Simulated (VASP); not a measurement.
# Si63S (a cell with a defect) in VASP: single point with PBEsol

Aim: the single point of Si63S (a cell with a defect) with PBEsol.

All numbers are computed with VASP 6.6.1; they aren't measurements. Logs are shortened: lines on timing, memory, paths and dates and some standing lists are left out, and cuts for length are marked.

## (1) The cell of the first run

The cell holds a defect, 64 atoms: a = 10.866 Å, b = 10.866 Å, c = 10.866 Å, α = 90.00°, β = 90.00°, γ = 90.00°.

## (2) Single point, PBEsol

Input file INCAR:

```
PREC     = Accurate       # precision mode
ENCUT    = 520            # plane-wave cutoff, eV
EDIFF    = 1E-6           # SCF threshold, eV
ISMEAR   = -1             # smearing method
SIGMA    = 0.05           # smearing width, eV
LREAL    = Auto         
LASPH    = True           # aspherical terms in the spheres
NELM     = 60             # most SCF steps
ALGO     = Normal         # electronic algorithm
ISIF     = 2              # what is computed and relaxed
LWAVE    = False          # write WAVECAR
LCHARG   = False          # write CHGCAR
GGA      = PS             # functional
NELECT   = 256.0        
ISYM     = 0            
NBANDS   = 167            # bands
```

Input file KPOINTS:

```
Automatic mesh
0
Gamma
  1 1 1
  0.25 0.25 0.25
```

Input file POSCAR:

```
Si63S
1.0
   10.8655790000      0.0000000000      0.0000000000
    0.0000000000     10.8655790000      0.0000000000
    0.0000000000      0.0000000000     10.8655790000
Si S
63 1
Direct
    0.9998700000      0.9992350000      0.9996140000
    0.0002690000      0.9997810000      0.4993020000
    0.0002460000      0.4988690000      0.0001950000
    0.0004190000      0.4994710000      0.4998970000
    0.4993880000      0.9998010000      0.0001890000
    0.5001590000      0.9997670000      0.4998930000
    0.5001410000      0.4994850000      0.0001600000
    0.1244890000      0.1242530000      0.1243980000
    0.1258500000      0.1253850000      0.6259900000
    0.1258150000      0.6258380000      0.1255110000
    0.1239570000      0.6249510000      0.6251430000
    0.6263020000      0.1253980000      0.1255750000
    0.6253200000      0.1236710000      0.6251570000
    0.6252790000      0.6249800000      0.1238140000
    0.6295310000      0.6289300000      0.6291590000
    0.2489770000      0.2486350000      0.9988680000
    0.2493550000      0.2489290000      0.4955690000
    0.2498270000      0.7497930000      0.9996540000
    0.2502710000      0.7496460000      0.5028130000
    0.7502240000      0.2494260000      0.9996870000
    0.7500390000      0.2499490000      0.5027880000
    0.7505720000      0.7501510000      0.0003040000
    0.7509630000      0.7504730000      0.4970980000
    0.3745150000      0.3739290000      0.1225700000
    0.3714480000      0.3710800000      0.6271710000
    0.3742550000      0.8737820000      0.1255070000
    0.3755440000      0.8761340000      0.6250310000
    0.8739940000      0.3739940000      0.1256010000
    0.8767200000      0.3749540000      0.6250570000
    0.8756290000      0.8750700000      0.1252030000
    0.8754910000      0.8751650000      0.6266260000
    0.2489300000      0.9987430000      0.2488550000
    0.2498350000      0.9994980000      0.7499160000
    0.2492760000      0.4953480000      0.2490470000
    0.2502720000      0.5026220000      0.7498520000
    0.7502250000      0.9994900000      0.2496110000
    0.7505250000      0.0001640000      0.7504080000
    0.7499250000      0.5026730000      0.2501950000
    0.7509630000      0.4968850000      0.7506880000
    0.3745220000      0.1221770000      0.3743590000
    0.3743370000      0.1251380000      0.8740560000
    0.3712720000      0.6269190000      0.3712190000
    0.3755400000      0.6246700000      0.8765210000
    0.8741010000      0.1251110000      0.3743470000
    0.8756530000      0.1248050000      0.8754780000
    0.8767410000      0.6246690000      0.3753690000
    0.8755700000      0.6261500000      0.8755090000
    0.9988620000      0.2485070000      0.2488880000
    0.0000190000      0.2492760000      0.7500250000
    0.9999930000      0.7496550000      0.2496760000
    0.0003230000      0.7500370000      0.7503950000
    0.4959150000      0.2488420000      0.2492540000
    0.5028100000      0.2497930000      0.7498930000
    0.5028040000      0.7495870000      0.2500880000
    0.4974290000      0.7503410000      0.7507280000
    0.1226580000      0.3739430000      0.3741510000
    0.1256510000      0.3739990000      0.8739460000
    0.1256150000      0.8737230000      0.3742060000
    0.1252950000      0.8750740000      0.8752160000
    0.6272230000      0.3712450000      0.3715000000
    0.6252080000      0.3749610000      0.8763230000
    0.6251830000      0.8761250000      0.3751630000
    0.6266870000      0.8751770000      0.8753960000
    0.5017640000      0.5012170000      0.5016730000
```

Potentials or basis: VASP PAW PBE potentials, release 64 (Si, S).

On the command line:

```
$ cat potpaw_PBE.64/Si/POTCAR potpaw_PBE.64/S/POTCAR > POTCAR
$ mpirun -np 1 vasp_std > vasp.out
```

OUTCAR:

```text
PREC = Accurate
   ENCUT = 520
   EDIFF = 1E-6
   ISMEAR = -1
   LREAL = Auto
   LASPH = True
   NELM = 60
   ISIF = 2
   GGA = PS
   NELECT = 256.0
   ISYM = 0

 ion  position               nearest neighbor table
   1  1.000  0.999  1.000-  45 2.35  59 2.35  30 2.35   8 2.35
   2  0.000  1.000  0.499-  44 2.36  58 2.36  31 2.36   9 2.37
   3  0.000  0.499  0.000-  57 2.36  28 2.36  47 2.36  10 2.37
   4  0.000  0.499  0.500-  29 2.34  46 2.34  56 2.34  11 2.35
   5  0.499  1.000  0.000-  26 2.36  41 2.36  63 2.36  12 2.37
   6  0.500  1.000  0.500-  27 2.34  62 2.34  40 2.34  13 2.35
[... 56 lines left out ...]
  63  0.627  0.875  0.875-  37 2.35  22 2.35   5 2.36  55 2.38
  64  0.502  0.501  0.502-  15 2.40  60 2.42  25 2.42  42 2.43

IMPORTANT INFORMATION: All symmetrisations will be switched off!
NOSYMM: (Re-)initialisation of all symmetry stuff for point group C_1.

----------------------------------------------------------------------------------------

                                     Primitive cell

  volume of cell :    1282.7990

  direct lattice vectors                    reciprocal lattice vectors
    10.865579000  0.000000000  0.000000000     0.092033752  0.000000000  0.000000000
     0.000000000 10.865579000  0.000000000     0.000000000  0.092033752  0.000000000
     0.000000000  0.000000000 10.865579000     0.000000000  0.000000000  0.092033752

  length of vectors
    10.865579000 10.865579000 10.865579000     0.092033752  0.092033752  0.092033752

  position of ions in fractional coordinates (direct lattice)
     0.999870000  0.999235000  0.999614000
     0.000269000  0.999781000  0.499302000
     0.000246000  0.498869000  0.000195000
     0.000419000  0.499471000  0.499897000
     0.499388000  0.999801000  0.000189000
     0.500159000  0.999767000  0.499893000
[... 56 lines left out ...]
     0.626687000  0.875177000  0.875396000
     0.501764000  0.501217000  0.501673000

  ion indices of the primitive-cell ions
   primitive index   ion index
                 1           1
                 2           2
                 3           3
                 4           4
                 5           5
                 6           6
[... 56 lines left out ...]
                63          63
                64          64

----------------------------------------------------------------------------------------

 KPOINTS: Automatic mesh

Automatic generation of k-mesh.
 Grid dimensions read from file:
 generate k-points for:    1    1    1

 Generating k-lattice:

  Cartesian coordinates                     Fractional coordinates (reciprocal lattice)
     0.092033752  0.000000000  0.000000000     1.000000000  0.000000000  0.000000000
     0.000000000  0.092033752  0.000000000     0.000000000  1.000000000  0.000000000
     0.000000000  0.000000000  0.092033752     0.000000000  0.000000000  1.000000000

  Length of vectors
     0.092033752  0.092033752  0.092033752

  Shift w.r.t. Gamma in fractional coordinates (k-lattice)
     0.250000000  0.250000000  0.250000000

 Subroutine IBZKPT returns following result:
 ===========================================

 Found      4 irreducible k-points:

 Following reciprocal coordinates:
            Coordinates               Weight
  0.250000  0.250000  0.250000      2.000000
 -0.250000  0.250000  0.250000      2.000000
 -0.250000 -0.250000  0.250000      2.000000
  0.250000 -0.250000  0.250000      2.000000
   k-points           NKPTS =      4   k-points in BZ     NKDIM =      4   number of bands    NBANDS=    167
   number of dos      NEDOS =    301   number of ions     NIONS =     64
   total plane-waves  NPLWV = 592704
   dimension x,y,z NGX =    84 NGY =   84 NGZ =   84
   dimension x,y,z NGXF=   168 NGYF=  168 NGZF=  168
   ions per type =              63   1
   NGX,Y,Z   is equivalent  to a cutoff of  12.85, 12.85, 12.85 a.u.
   NGXF,Y,Z  is equivalent  to a cutoff of  25.70, 25.70, 25.70 a.u.
 SYSTEM =  unknown system
   PREC   = accura    normal or accurate (medium, high low for compatibility)
   ISTART =      0    job   : 0-new  1-cont  2-samecut
   ICHARG =      2    charge: 1-file 2-atom 10-const
   ISPIN  =      1    spin polarized calculation?
   LNONCOLLINEAR =      F non collinear calculations
   LSORBIT =      F    spin-orbit coupling
   LASPH  =      T    aspherical Exc in radial PAW
   ENCUT  =  520.0 eV  38.22 Ry    6.18 a.u.  20.20 20.20 20.20*2*pi/ulx,y,z
   NELM   =     60;   NELMIN=  2; NELMDL= -5     # of ELM steps
   EDIFF  = 0.1E-05   stopping-criterion for ELM
   LREAL  =      T    real-space projection
   EDIFFG = 0.1E-04   stopping-criterion for IOM
   NSW    =      0    number of steps for IOM
   IBRION =     -1    ionic relax: 0-MD 1-quasi-New 2-CG
   NFREE  =      0    steps in history (QN), initial steepest desc. (CG)
   ISIF   =      2    stress and relaxation
   ISYM   =      0    0-nonsym 1-usesym 2-fastsym
   POTIM  = 0.5000    time-step for ionic-motion
   TEBEG  =    0.0;   TEEND  =   0.0 temperature during run
   PSTRESS=    0.0 pullay stress
   NELECT =     256.0000    total number of electrons
   NUPDOWN=      -1.0000    fix difference up-down
   EMIN   =  10.00;   EMAX   =-10.00  energy-range for DOS
   EFERMI =   0.00;   METHOD = LEGACY
   ISMEAR =    -1;   SIGMA  =   0.05  broadening in eV -4-tet -1-fermi 0-gaus
   EFERMI_NEDOS =   21; number of points for ismear=-14 and -15
   IALGO  =     38    algorithm
   IMIX   =      4    mixing-type and parameters
     AMIX     =   0.40;   BMIX     =  1.00
     AMIX_MAG =   1.60;   BMIX_MAG =  1.00
  volume/ion in A,a.u.               =      20.04       135.26
  Fermi-wavevector in a.u.,A,eV,Ry     =   0.956684  1.807871 12.452660  0.915245
  Thomas-Fermi vector in A             =   2.085634
   LORBIT       =      0    0 simple, 1 ext, 2 COOP (PROOUT), +10 PAW based schemes
   GGA     = PS    functional components
   LHFCALC =     F    Hartree Fock is set to
   AEXX    =    0.0000 exact exchange contribution
   IVDW    =     0    specifies the selected vdW correction
   LEPSILON=     F    determine dielectric tensor
   LRPA    =     F    only Hartree local field effects (RPA)
 non-spin polarized calculation
  energy-cutoff  :      520.00
  volume of cell :     1282.80
 maximum number of plane-waves:     34484
 NGX is ok and might be reduce to    84
   NGX = 41   NGY = 41   NGZ = 41

 number of electron     255.9999981 magnetization

 Free energy of the ion-electron system (eV)
  ---------------------------------------------------
  ext. energy  EPLUGINS =         0.00000000
  ---------------------------------------------------
  free energy    TOTEN  =      -377.67361560 eV

  energy without entropy =     -377.67101607  energy(sigma->0) =     -377.67231584

 E-fermi :   5.8008     XC(G=0):  -9.5243

 val. band max:        5.4596744874   @ k =  -0.2500   0.2500   0.2500
 cond. band min:       6.1164074316   @ k =  -0.2500   0.2500   0.2500
 fundamental gap:      0.6567329442
 Fermi energy:         5.8007504465

 k-point     1 :       0.2500    0.2500    0.2500
  band No.  band energies     occupation
      1      -9.2671      2.00000
      2      -5.9026      2.00000
      3      -5.4458      2.00000
      4      -5.4457      2.00000
      5      -5.2779      2.00000
      6      -4.9305      2.00000
[... 132 lines left out ...]
    139       7.4402      0.00000
    140       7.6283      0.00000

 k-point     2 :      -0.2500    0.2500    0.2500
  band No.  band energies     occupation
      1      -9.2671      2.00000
      2      -5.9020      2.00000
      3      -5.4475      2.00000
      4      -5.4460      2.00000
      5      -5.2786      2.00000
      6      -4.9323      2.00000
[... 132 lines left out ...]
    139       7.4523      0.00000
    140       7.6343      0.00000

 k-point     3 :      -0.2500   -0.2500    0.2500
  band No.  band energies     occupation
      1      -9.2671      2.00000
      2      -5.9020      2.00000
      3      -5.4474      2.00000
      4      -5.4459      2.00000
      5      -5.2788      2.00000
      6      -4.9323      2.00000
[... 132 lines left out ...]
    139       7.4522      0.00000
    140       7.6342      0.00000

 k-point     4 :       0.2500   -0.2500    0.2500
  band No.  band energies     occupation
      1      -9.2671      2.00000
      2      -5.9020      2.00000
      3      -5.4473      2.00000
      4      -5.4459      2.00000
      5      -5.2791      2.00000
      6      -4.9322      2.00000
[... 132 lines left out ...]
    139       7.4523      0.00000
    140       7.6347      0.00000
 [bands above 140 left out]

------------------------ aborting loop because EDIFF is reached ----------------------------------------

  FORCE on cell =-STRESS in cart. coord.  units (eV):
  Direction    XX          YY          ZZ          XY          YZ          ZX
  --------------------------------------------------------------------------------------
  -------------------------------------------------------------------------------------
  Total      -19.1900830    -19.1882386    -19.1879916     -0.5832132     -0.5901999     -0.5756752
  in kB      -23.9678354    -23.9655319    -23.9652234     -0.7284157     -0.7371419     -0.7190010
  external PRESSURE =     -23.9661969 kB  Pullay stress =       0.0000000 kB

 VOLUME and BASIS-vectors are now :
 -----------------------------------------------------------------------------
  energy-cutoff  :      520.00
  volume of cell :     1282.80
      direct lattice vectors                 reciprocal lattice vectors
    10.865579000  0.000000000  0.000000000     0.092033752  0.000000000  0.000000000
     0.000000000 10.865579000  0.000000000     0.000000000  0.092033752  0.000000000
     0.000000000  0.000000000 10.865579000     0.000000000  0.000000000  0.092033752

 POSITION                                       TOTAL-FORCE (eV/Angst)
 -----------------------------------------------------------------------------------
     10.86417     10.85727     10.86138         0.028798      0.028046      0.031971
      0.00292     10.86320      5.42521         0.034602      0.032439      0.077195
      0.00267      5.42050      0.00212         0.034417      0.080434      0.032763
      0.00455      5.42704      5.43167         0.021229      0.027979      0.024870
      5.42614     10.86342      0.00205         0.076959      0.034691      0.030992
      5.43452     10.86305      5.43163         0.027847      0.021947      0.023870
[... 56 lines left out ...]
      6.80932      9.50930      9.51168        -0.053019     -0.052703     -0.052260
      5.45196      5.44601      5.45097        -0.114952     -0.100173     -0.113668
 -----------------------------------------------------------------------------------
    total drift:                                0.006230     -0.027359     -0.003213

  FREE ENERGIE OF THE ION-ELECTRON SYSTEM (eV)
  ---------------------------------------------------
  free  energy   TOTEN  =      -377.6736155974 eV

  energy  without entropy=     -377.6710160746  energy(sigma->0) =     -377.67231584
```

Wall time 54 min (1 thread of Intel Xeon 8259CL, shared host); peak memory 1.4 GiB.

What came out:

```
Free energy   : -377.6736 eV
Largest force : 0.190 eV/Å
```

Forces on the atoms (eV/Å):
```
Si   0.029  0.028  0.032
Si   0.035  0.032  0.077
Si   0.034  0.080  0.033
Si   0.021  0.028  0.025
Si   0.077  0.035  0.031
Si   0.028  0.022  0.024
Si   0.024  0.025  0.023
Si  -0.024 -0.028 -0.026
Si  -0.033 -0.034 -0.043
Si  -0.033 -0.044 -0.030
Si  -0.027 -0.027 -0.024
Si  -0.043 -0.034 -0.031
Si  -0.027 -0.030 -0.027
Si  -0.025 -0.026 -0.028
Si   0.006  0.012  0.012
Si   0.035  0.030  0.038
Si   0.029  0.027  0.030
Si   0.020  0.016  0.025
Si   0.012  0.010  0.028
Si   0.020  0.014  0.030
Si   0.008  0.010  0.031
Si   0.032  0.032  0.024
Si   0.031  0.034  0.039
Si  -0.018 -0.018 -0.022
Si   0.019  0.020  0.021
Si  -0.041 -0.016 -0.027
Si  -0.027 -0.018 -0.018
Si  -0.013 -0.041 -0.028
Si  -0.020 -0.029 -0.019
Si  -0.033 -0.030 -0.035
Si  -0.053 -0.051 -0.059
Si   0.032  0.034  0.034
Si   0.020  0.024  0.022
Si   0.027  0.030  0.026
Si   0.014  0.027  0.010
Si   0.016  0.026  0.018
Si   0.030  0.021  0.034
Si   0.010  0.026  0.015
Si   0.033  0.035  0.033
Si  -0.019 -0.017 -0.022
Si  -0.042 -0.026 -0.016
Si   0.029  0.018  0.028
Si  -0.029 -0.017 -0.021
Si  -0.018 -0.023 -0.043
Si  -0.031 -0.027 -0.034
Si  -0.022 -0.018 -0.031
Si  -0.053 -0.050 -0.051
Si   0.038  0.034  0.030
Si   0.025  0.021  0.024
Si   0.027  0.018  0.016
Si   0.029  0.031  0.033
Si   0.026  0.030  0.029
Si   0.033  0.013  0.007
Si   0.032  0.010  0.012
Si   0.038  0.035  0.033
Si  -0.020 -0.018 -0.017
Si  -0.027 -0.042 -0.014
Si  -0.023 -0.012 -0.041
Si  -0.033 -0.028 -0.028
Si   0.024  0.014  0.013
Si  -0.024 -0.027 -0.015
Si  -0.018 -0.018 -0.026
Si  -0.053 -0.053 -0.052
S   -0.115 -0.100 -0.114
```

Caveat: the cell carries a net charge on a neutralising background, which shifts energy and pressure; the cell is charged against a uniform background, so pressure and absolute levels hang on convention; the PAW data sets were made with another functional, which shifts forces and pressure a little.
